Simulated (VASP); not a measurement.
A run of VASP 6.6.1:

File INCAR:

```
  PREC = Accurate
  ENCUT = 520
  EDIFF = 1E-6
  ISMEAR = 0
  SIGMA = 0.05
  LREAL = F
  LASPH = T
  NELM = 80
  ALGO = Normal
  ISIF = 2
  LWAVE = F
  LCHARG = T
  GGA = PE
  LELF = T
  LVHAR = T
  NBANDS = 11
```

File KPOINTS:

```
Automatic mesh
0
Gamma
  10 10 10
```

POSCAR

```
Si
1.0
    0.0000000000      2.6664454131      3.0842774093
    2.6664454131      0.0000000000      3.0842774093
    2.6664454131      2.6664454131      0.0000000000
Si
2
Direct
    0.5000000000      0.5000000000      0.5000000000
    0.7500000000      0.7500000000      0.7500000000
```

Potentials or basis: VASP PAW PBE potentials, release 64 (Si).

Run with:

```bash
$ cat potpaw_PBE.64/Si/POTCAR > POTCAR
$ mpirun -np 1 vasp_std > vasp.out
```

Hardware: 1 thread of Intel Xeon 6975P-C (shared host).

**Question.** Estimate the wall time of this run.

**Answer.** It took 37 s on 1 thread of Intel Xeon 6975P-C (shared host), peak memory 0.18 GiB. Counts: scf iterations 11, k points 102.
